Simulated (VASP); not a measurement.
Write the native input for VASP 6.6.1 that does the following.

```yaml
Task: single point
Functional: LDA
Potentials_or_basis: VASP PAW LDA potentials, release 64 (Ca_sv, C)
Cutoff: 520 eV
k_mesh: 10 × 10 × 10
Occupations: gaussian, width 0.02 eV
Spin: no spin polarisation
Dipole_correction: no
Further_INCAR_settings: ALGO = Normal; EDIFF = 1e-06; NBANDS = 16
```

The structure of CaC2 lies in POSCAR:

```
CaC2
1.0
   -1.8789219507      1.8789219507      3.1388106346
    1.8789219507     -1.8789219507      3.1388106346
    1.8789219507      1.8789219507     -3.1388106346
Ca C
1 2
Direct
    0.0000000000      0.0000000000      0.0000000000
    0.5996770461      0.5996770461      0.0000000000
    0.4003229539      0.4003229539      0.0000000000
```

The input as run:

INCAR

```
SYSTEM = CaC2
PREC = Accurate ; ENCUT = 520
EDIFF = 1E-6 ; ISMEAR = 0
SIGMA = 0.02 ; LREAL = .FALSE.
LASPH = .TRUE. ; NELM = 100
ALGO = Normal ; ISIF = 2
LWAVE = .FALSE. ; LCHARG = .TRUE.
GGA = CA ; LELF = .TRUE.
LVHAR = .TRUE. ; NBANDS = 16
```

KPOINTS

```
Automatic mesh
0
G
  10 10 10
  0 0 0
```

Potentials or basis: VASP PAW LDA potentials, release 64 (Ca_sv, C).

Run with:

```console
$ cat potpaw_LDA.64/Ca_sv/POTCAR potpaw_LDA.64/C/POTCAR > POTCAR
$ mpirun -np 1 vasp_std > vasp.out
```

It gave:

```json
{
 "Pressure": "0.5 GPa",
 "Largest force": "0.088 eV/Å",
 "Band gap on the k mesh": "0.85 eV, indirect (least direct gap 2.03 eV)"
}
```

It took 55 s on 1 thread of Intel(R) Xeon(R) Platinum 8488C (Sapphire Rapids), on a shared host, peak memory 0.2 GiB.
